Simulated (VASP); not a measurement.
Input of a VASP 6.6.1 run:

File INCAR:

```
ALGO     = Normal         # electronic algorithm
EDIFF    = 1E-6           # SCF threshold, eV
ENCUT    = 520            # plane-wave cutoff, eV
GGA      = PE             # functional
ISIF     = 2              # what is computed and relaxed
ISMEAR   = -1             # smearing method
ISPIN    = 2              # spin polarisation
IVDW     = 12             # dispersion correction
LASPH    = T              # aspherical terms in the spheres
LCHARG   = T              # write CHGCAR
LELF     = T              # ELF
LMAXMIX  = 4              # l up to which the mixer works
LORBIT   = 11             # projections on sites
LREAL    = F              # projectors in reciprocal space
LVHAR    = T            
LWAVE    = F              # write WAVECAR
MAGMOM   = 1 0            # initial moments
NBANDS   = 19             # bands
NELM     = 150            # most SCF steps
PREC     = Accurate       # precision mode
SIGMA    = 0.05           # smearing width, eV
```

KPOINTS

```
k-points
0
Gamma
  11 11 11
```

File POSCAR:

```
NiO
1.0
    0.0000000000      2.0997159621      2.0997159621
    2.0997159621      0.0000000000      2.0997159621
    2.0997159621      2.0997159621      0.0000000000
Ni O
1 1
Direct
    0.0000000000      0.0000000000      0.0000000000
    0.5000000000      0.5000000000      0.5000000000
```

Potentials or basis: VASP PAW PBE potentials, release 64 (Ni, O).

Launch:

```sh
$ cat potpaw_PBE.64/Ni/POTCAR potpaw_PBE.64/O/POTCAR > POTCAR
$ mpirun -np 1 vasp_std > vasp.out
```

Q: Predict the site moments.

A: Ni +1.44; O +0.27 μB.

Q: Predict the net moment.

A: 1.74 μB per cell.

Q: Predict the pressure.

A: -2.1 GPa.

Caveat: a cell with one magnetic atom can't hold antiferromagnetic order, which such compounds often take; semilocal functionals often make such compounds metallic where correlation or magnetic order opens a gap, which also shifts bond lengths; pairwise dispersion overbinds metals, which lowers pressure and volume.

**What was measured.**

“Local correlations, non-local screening, multiplets, and band formation in NiO”, 2012, arxiv:1210.6675 quotes, for a bulk crystal of NiO: band gap 4.3 eV.

A measured gap of NiO is 4.3 eV (quoted in “Local correlations, non-local screening, multiplets, and band formation in NiO”, 2012, arxiv:1210.6675); the calculated 0.00 eV misses it by -4.30 eV. So large a miss can be the level of theory's own, or it may mean another phase, state or a wrong row. The value is that of PBE+D3(BJ) on a finite k mesh, which can miss the band edges, without temperature or zero-point motion. Semilocal functionals fall short of measured gaps as a rule. The run's magnetic order (collinear spin, ferromagnetic start) needn't be the measured crystal's.
